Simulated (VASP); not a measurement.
# SnO2 in VASP: further runs

The runs below take SnO2 through single point, with r2SCAN.

Program: VASP 6.6.1. These are calculated values, not measurements. Logs are shortened: lines on timing, memory, paths and dates and some standing lists are left out, and cuts for length are marked.

### 1 The cell of the first run

It takes space group P4_2/mnm (No. 136, tetragonal). Conventional cell: a = 4.829 Å, b = 4.829 Å, c = 3.073 Å, α = 90.00°, β = 90.00°, γ = 90.00°. Within 2.7 Å of Sn (site symmetry mmm) lie 6 O at 2.04 to 2.08 Å. O (site symmetry m2m) has 3 Sn at 2.04 to 2.08 Å and 1 O at 2.67 Å within 2.7 Å.

### 2 Single point, r2SCAN (uniaxial strain along c: -4.0 %, then relaxed in part)

Contents of POSCAR:

```
SnO2
1.0
    4.8288090187      0.0000000000      0.0000000000
    0.0000000000      4.8288090187      0.0000000000
    0.0000000000      0.0000000000      3.0726823253
Sn O
2 4
Direct
    0.5000000000      0.5000000000      0.5000000000
    0.0000000000      0.0000000000      0.0000000000
    0.3043716102      0.3043716102      0.0000000000
    0.8043716102      0.1956283898      0.5000000000
    0.1956283898      0.8043716102      0.5000000000
    0.6956283898      0.6956283898      0.0000000000
```

Contents of INCAR.step1:

```
SYSTEM = SnO2
PREC     = Accurate       ! precision mode
ENCUT    = 520            ! plane-wave cutoff, eV
ISMEAR   = 0              ! smearing method
SIGMA    = 0.02           ! smearing width, eV
LREAL    = .False.        ! projectors in reciprocal space
LASPH    = .True.         ! aspherical terms in the spheres
NELM     = 100            ! most SCF steps
NBANDS   = 35             ! bands
GGA      = PE             ! functional
ALGO     = Normal         ! electronic algorithm
EDIFF    = 1E-4           ! SCF threshold, eV
LWAVE    = .True.         ! write WAVECAR
LCHARG   = .False.        ! write CHGCAR
```

Contents of INCAR.step2:

```
SYSTEM = SnO2
PREC     = Accurate       ! precision mode
ENCUT    = 520            ! plane-wave cutoff, eV
EDIFF    = 1E-6           ! SCF threshold, eV
ISMEAR   = 0              ! smearing method
SIGMA    = 0.02           ! smearing width, eV
LREAL    = .False.        ! projectors in reciprocal space
LASPH    = .True.         ! aspherical terms in the spheres
NELM     = 100            ! most SCF steps
ALGO     = Normal         ! electronic algorithm
ISIF     = 2              ! what is computed and relaxed
LWAVE    = .False.        ! write WAVECAR
LCHARG   = .True.         ! write CHGCAR
METAGGA  = R2SCAN         ! meta-GGA
LMIXTAU  = .True.       
LELF     = .True.         ! ELF
LVHAR    = .True.       
NBANDS   = 35             ! bands
ISTART   = 1
```

Contents of KPOINTS:

```
regular mesh
0
Gamma
  6 6 8
  0 0 0
```

Potentials or basis: VASP PAW PBE potentials, release 64 (Sn_d, O).

Launch:

```
> cat potpaw_PBE.64/Sn_d/POTCAR potpaw_PBE.64/O/POTCAR > POTCAR
> cp INCAR.step1 INCAR
> mpirun -np 1 vasp_std > vasp.out
> cp INCAR.step2 INCAR
> mpirun -np 1 vasp_std > vasp.out
```

OUTCAR:

```text
SYSTEM = SnO2
   PREC = Accurate
   ENCUT = 520
   EDIFF = 1E-6
   ISMEAR = 0
   LREAL = .False.
   LASPH = .True.
   NELM = 100
   ISIF = 2
   METAGGA = R2SCAN
   ISTART = 1

 ion  position               nearest neighbor table
   1  0.500  0.500  0.500-   3 2.04   6 2.04   3 2.04   6 2.04   5 2.08   4 2.08   2 3.74   2 3.74
                             2 3.74   2 3.74   2 3.74   2 3.74   2 3.74   2 3.74
   2  0.000  0.000  0.000-   4 2.04   5 2.04   4 2.04   5 2.04   3 2.08   6 2.08   1 3.74   1 3.74
                             1 3.74   1 3.74   1 3.74   1 3.74   1 3.74   1 3.74
   3  0.304  0.304  0.000-   1 2.04   1 2.04   2 2.08
   4  0.804  0.196  0.500-   2 2.04   2 2.04   1 2.08
   5  0.196  0.804  0.500-   2 2.04   2 2.04   1 2.08
   6  0.696  0.696  0.000-   1 2.04   1 2.04   2 2.08

  LATTYP: Found a simple tetragonal cell.
 ALAT       =     4.8288090187
 C/A-ratio  =     0.6363230174

  Lattice vectors:

 A1 = (   4.8288090187,   0.0000000000,   0.0000000000)
 A2 = (   0.0000000000,   4.8288090187,   0.0000000000)
 A3 = (   0.0000000000,   0.0000000000,   3.0726823253)

Analysis of symmetry for initial positions (statically):
=====================================================================
 Subroutine PRICEL returns:
 Original cell was already a primitive cell.

 Routine SETGRP: Setting up the symmetry group for a
 simple tetragonal supercell.

 Subroutine GETGRP returns: Found 16 space group operations
 (whereof  8 operations were pure point group operations)
 out of a pool of 16 trial point group operations.

The static configuration has the point symmetry D_2h.
 The point group associated with its full space group is D_4h.

Analysis of symmetry for dynamics (positions and initial velocities):
=====================================================================
 Subroutine PRICEL returns:
 Original cell was already a primitive cell.

 Routine SETGRP: Setting up the symmetry group for a
 simple tetragonal supercell.

 Subroutine GETGRP returns: Found 16 space group operations
 (whereof  8 operations were pure point group operations)
 out of a pool of 16 trial point group operations.

The dynamic configuration has the point symmetry D_2h.
 The point group associated with its full space group is D_4h.

 Subroutine INISYM returns: Found 16 space group operations
 (whereof  8 operations are pure point group operations),
 and found     1 'primitive' translations

----------------------------------------------------------------------------------------

                                     Primitive cell

  volume of cell :      71.6470

  direct lattice vectors                    reciprocal lattice vectors
     4.828809019  0.000000000  0.000000000     0.207090402  0.000000000  0.000000000
     0.000000000  4.828809019  0.000000000     0.000000000  0.207090402  0.000000000
     0.000000000  0.000000000  3.072682325     0.000000000  0.000000000  0.325448548

  length of vectors
     4.828809019  4.828809019  3.072682325     0.207090402  0.207090402  0.325448548

  position of ions in fractional coordinates (direct lattice)
     0.500000000  0.500000000  0.500000000
     0.000000000  0.000000000  0.000000000
     0.304371610  0.304371610  0.000000000
     0.804371610  0.195628390  0.500000000
     0.195628390  0.804371610  0.500000000
     0.695628390  0.695628390  0.000000000

  ion indices of the primitive-cell ions
   primitive index   ion index
                 1           1
                 2           2
                 3           3
                 4           4
                 5           5
                 6           6

----------------------------------------------------------------------------------------

 KPOINTS: regular mesh

Automatic generation of k-mesh.
 Grid dimensions read from file:
 generate k-points for:    6    6    8

 Generating k-lattice:

  Cartesian coordinates                     Fractional coordinates (reciprocal lattice)
     0.034515067  0.000000000  0.000000000     0.166666667  0.000000000  0.000000000
     0.000000000  0.034515067  0.000000000     0.000000000  0.166666667  0.000000000
     0.000000000  0.000000000  0.040681068     0.000000000  0.000000000  0.125000000

  Length of vectors
     0.034515067  0.034515067  0.040681068

  Shift w.r.t. Gamma in fractional coordinates (k-lattice)
     0.000000000  0.000000000  0.000000000

 Subroutine IBZKPT returns following result:
 ===========================================

 Found     50 irreducible k-points:

 Following reciprocal coordinates:
            Coordinates               Weight
  0.000000  0.000000  0.000000      1.000000
  0.166667  0.000000  0.000000      4.000000
  0.333333  0.000000  0.000000      4.000000
  0.500000  0.000000  0.000000      2.000000
  0.166667  0.166667  0.000000      4.000000
  0.333333  0.166667  0.000000      8.000000
[... 16 lines left out ...]
  0.333333  0.000000  0.250000      8.000000
  0.500000  0.000000  0.250000      4.000000
 [... further k-points ...]
   k-points           NKPTS =     50   k-points in BZ     NKDIM =     50   number of bands    NBANDS=     35
   number of dos      NEDOS =    301   number of ions     NIONS =      6
   total plane-waves  NPLWV =  31104
   dimension x,y,z NGX =    36 NGY =   36 NGZ =   24
   dimension x,y,z NGXF=    72 NGYF=   72 NGZF=   48
   ions per type =               2   4
   NGX,Y,Z   is equivalent  to a cutoff of  12.39, 12.39, 12.99 a.u.
   NGXF,Y,Z  is equivalent  to a cutoff of  24.79, 24.79, 25.97 a.u.
 SYSTEM =  SnO2
   PREC   = accura    normal or accurate (medium, high low for compatibility)
   ISTART =      1    job   : 0-new  1-cont  2-samecut
   ICHARG =      0    charge: 1-file 2-atom 10-const
   ISPIN  =      1    spin polarized calculation?
   LNONCOLLINEAR =      F non collinear calculations
   LSORBIT =      F    spin-orbit coupling
   LASPH  =      T    aspherical Exc in radial PAW
   ENCUT  =  520.0 eV  38.22 Ry    6.18 a.u.   8.98  8.98  5.71*2*pi/ulx,y,z
   NELM   =    100;   NELMIN=  2; NELMDL=  0     # of ELM steps
   EDIFF  = 0.1E-05   stopping-criterion for ELM
   LREAL  =      F    real-space projection
   EDIFFG = 0.1E-04   stopping-criterion for IOM
   NSW    =      0    number of steps for IOM
   IBRION =     -1    ionic relax: 0-MD 1-quasi-New 2-CG
   NFREE  =      0    steps in history (QN), initial steepest desc. (CG)
   ISIF   =      2    stress and relaxation
   ISYM   =      2    0-nonsym 1-usesym 2-fastsym
   POTIM  = 0.5000    time-step for ionic-motion
   TEBEG  =    0.0;   TEEND  =   0.0 temperature during run
   PSTRESS=    0.0 pullay stress
   NELECT =      52.0000    total number of electrons
   NUPDOWN=      -1.0000    fix difference up-down
   EMIN   =  10.00;   EMAX   =-10.00  energy-range for DOS
   EFERMI =   0.00;   METHOD = LEGACY
   ISMEAR =     0;   SIGMA  =   0.02  broadening in eV -4-tet -1-fermi 0-gaus
   EFERMI_NEDOS =   21; number of points for ismear=-14 and -15
   IALGO  =     38    algorithm
   IMIX   =      4    mixing-type and parameters
     AMIX     =   0.40;   BMIX     =  1.00
     AMIX_MAG =   1.60;   BMIX_MAG =  1.00
  volume/ion in A,a.u.               =      11.94        80.58
  Fermi-wavevector in a.u.,A,eV,Ry     =   1.471217  2.780197 29.449527  2.164479
  Thomas-Fermi vector in A             =   2.586379
   LORBIT       =      0    0 simple, 1 ext, 2 COOP (PROOUT), +10 PAW based schemes
   METAGGA = R2SCAN    functional components
   LHFCALC =     F    Hartree Fock is set to
   AEXX    =    0.0000 exact exchange contribution
   IVDW    =     0    specifies the selected vdW correction
   LEPSILON=     F    determine dielectric tensor
   LRPA    =     F    only Hartree local field effects (RPA)
 non-spin polarized calculation
 Gauss-broadening in eV      SIGMA  =   0.02
  energy-cutoff  :      520.00
  volume of cell :       71.65
 maximum number of plane-waves:      1948
 NGX is ok and might be reduce to    36
   NGX = 17   NGY = 17   NGZ = 11

 number of electron      52.0000006 magnetization

 Free energy of the ion-electron system (eV)
  ---------------------------------------------------
  ext. energy  EPLUGINS =         0.00000000
  ---------------------------------------------------
  free energy    TOTEN  =       -84.48134483 eV

  energy without entropy =      -84.48134483  energy(sigma->0) =      -84.48134483

 E-fermi :   5.8292     XC(G=0): -12.0199

 val. band max:        5.6773427522   @ k =   0.0000   0.0000   0.0000
 cond. band min:       7.7474448690   @ k =   0.0000   0.0000   0.0000
 fundamental gap:      2.0701021168
 Fermi energy:         5.8291545014

 k-point     1 :       0.0000    0.0000    0.0000
  band No.  band energies     occupation
      1     -16.1403      2.00000
      2     -15.3055      2.00000
      3     -14.8184      2.00000
      4     -14.8184      2.00000
      5     -14.8091      2.00000
      6     -14.6724      2.00000
[... 27 lines left out ...]
     34      18.6037      0.00000
     35      19.0096      0.00000

 k-point     2 :       0.1667    0.0000    0.0000
  band No.  band energies     occupation
      1     -16.0952      2.00000
      2     -15.3599      2.00000
      3     -14.8169      2.00000
      4     -14.8169      2.00000
      5     -14.8091      2.00000
      6     -14.7240      2.00000
[... 27 lines left out ...]
     34      18.5320      0.00000
     35      19.0327      0.00000

 k-point     3 :       0.3333    0.0000    0.0000
  band No.  band energies     occupation
      1     -15.9637      2.00000
      2     -15.5321      2.00000
      3     -14.8139      2.00000
      4     -14.8138      2.00000
      5     -14.8089      2.00000
      6     -14.7858      2.00000
[... 27 lines left out ...]
     34      18.9063      0.00000
     35      18.9640      0.00000

 k-point     4 :       0.5000    0.0000    0.0000
  band No.  band energies     occupation
      1     -15.7619      2.00000
      2     -15.7619      2.00000
      3     -14.8123      2.00000
      4     -14.8123      2.00000
      5     -14.8055      2.00000
      6     -14.8055      2.00000
[... 27 lines left out ...]
     34      18.7589      0.00000
     35      19.9674      0.00000

 k-point     5 :       0.1667    0.1667    0.0000
  band No.  band energies     occupation
      1     -16.0608      2.00000
      2     -15.4211      2.00000
      3     -14.8188      2.00000
      4     -14.8137      2.00000
      5     -14.8092      2.00000
      6     -14.7519      2.00000
[... 638 lines left out ...]
 k-point    22 :       0.1667    0.0000    0.2500
  band No.  band energies     occupation
      1     -15.8145      2.00000
      2     -15.5681      2.00000
      3     -15.4474      2.00000
      4     -14.9207      2.00000
      5     -14.6802      2.00000
      6     -14.6801      2.00000
[... 27 lines left out ...]
     34      18.5521      0.00000
     35      18.7116      0.00000

 k-point    23 :       0.3333    0.0000    0.2500
  band No.  band energies     occupation
      1     -15.8151      2.00000
      2     -15.6819      2.00000
      3     -15.3090      2.00000
      4     -14.9987      2.00000
      5     -14.6786      2.00000
      6     -14.6697      2.00000
[... 27 lines left out ...]
     34      18.7673      0.00000
     35      18.9465      0.00000

 k-point    24 :       0.5000    0.0000    0.2500
  band No.  band energies     occupation
      1     -15.7722      2.00000
      2     -15.7722      2.00000
      3     -15.1439      2.00000
      4     -15.1439      2.00000
      5     -14.6745      2.00000
      6     -14.6745      2.00000
[... 27 lines left out ...]
     34      18.8411      0.00000
     35      19.3508      0.00000

 [... further k-points ...]
[... 5 lines left out ...]
  --------------------------------------------------------------------------------------
  -------------------------------------------------------------------------------------
  Total        0.4147862      0.4147862      7.3485170      0.0000000      0.0000000      0.0000000
  in kB        9.2754970      9.2754970    164.3283773      0.0000000      0.0000000      0.0000000
  external PRESSURE =      60.9597904 kB  Pullay stress =       0.0000000 kB

 VOLUME and BASIS-vectors are now :
 -----------------------------------------------------------------------------
  energy-cutoff  :      520.00
  volume of cell :       71.65
      direct lattice vectors                 reciprocal lattice vectors
     4.828809019  0.000000000  0.000000000     0.207090402  0.000000000  0.000000000
     0.000000000  4.828809019  0.000000000     0.000000000  0.207090402  0.000000000
     0.000000000  0.000000000  3.072682325     0.000000000  0.000000000  0.325448548

 POSITION                                       TOTAL-FORCE (eV/Angst)
 -----------------------------------------------------------------------------------
      2.41440      2.41440      1.53634         0.000000      0.000000      0.000000
      0.00000      0.00000      0.00000         0.000000      0.000000      0.000000
      1.46975      1.46975      0.00000        -0.041445     -0.041445      0.000000
      3.88416      0.94465      1.53634        -0.041445      0.041445      0.000000
      0.94465      3.88416      1.53634         0.041445     -0.041445      0.000000
      3.35906      3.35906      0.00000         0.041445      0.041445     -0.000000
 -----------------------------------------------------------------------------------
    total drift:                                0.000000      0.000000      0.000000

  FREE ENERGIE OF THE ION-ELECTRON SYSTEM (eV)
  ---------------------------------------------------
  free  energy   TOTEN  =       -84.4813448335 eV

  energy  without entropy=      -84.4813448335  energy(sigma->0) =      -84.48134483
```

Wall time 5.9 min (1 thread of Intel Xeon 8259CL, shared host); peak memory 0.24 GiB.

Results:

```
Free energy            : -84.4813 eV
Pressure               : 6.1 GPa
Largest force          : 0.059 eV/Å
Band gap on the k mesh : 2.07 eV
```

Forces in eV/Å, atoms in the order of the input:
```
Sn   0.000  0.000  0.000
Sn   0.000  0.000  0.000
O   -0.041 -0.041  0.000
O   -0.041  0.041  0.000
O    0.041 -0.041  0.000
O    0.041  0.041  0.000
```

Caveat: the cell differs from its parent crystal (uniaxial strain along c: -4.0 %, then relaxed in part); the stress differs along the axes, from 1 to 16 GPa; the PAW data sets were made with another functional, which shifts forces and pressure a little; spin-orbit coupling is left out, which moves the levels of the heavy elements.

(Continued in part 2 of 2.)
